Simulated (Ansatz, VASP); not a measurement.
# MoS2 in VASP and in Ansatz

```
Mo S
1.0
     3.14944    0.00000    0.00000
    -1.57472    2.72749    0.00000
     0.00000    0.00000    6.64483
Mo S
1 2
Cartesian
  0.0000 0.0000 0.0000
  0.0000 1.8183 1.7335
  0.0000 1.8183 4.9113
```

Alike in both runs: task single point; functional PBE; dispersion D3(BJ); k mesh 12 × 12 × 4; occupations gaussian, width 0.05 eV; no spin polarisation.

|  | VASP | Ansatz |
| --- | --- | --- |
| version | VASP 6.6.1 | Ansatz 0.2.0 |
| potentials or method | VASP PAW PBE potentials, release 64 (Mo_sv, S), cutoff 500 eV | scalar-relativistic, plane waves, PAW |
| valence electrons in the cell | 26 | 26 |

|  | VASP | Ansatz | Ansatz less VASP |
| --- | --- | --- | --- |
| gap on the k mesh at the Fermi level (eV) | 0.87 | 0.87 | -0.001 |
| least direct gap on the mesh (eV) | 1.73 | 1.71 | -0.014 |
| pressure (GPa) | -12.3 | -12.2 | +0.06 |
| traceless stress, the component that is largest in VASP (GPa) | -10.26 | -10.23 | +0.025 |
| rms of the force components (eV/Å) | 1.275 | 1.271 | -0.0034 |

Atom by atom the forces differ by 0.003 eV/Å (rms over components).
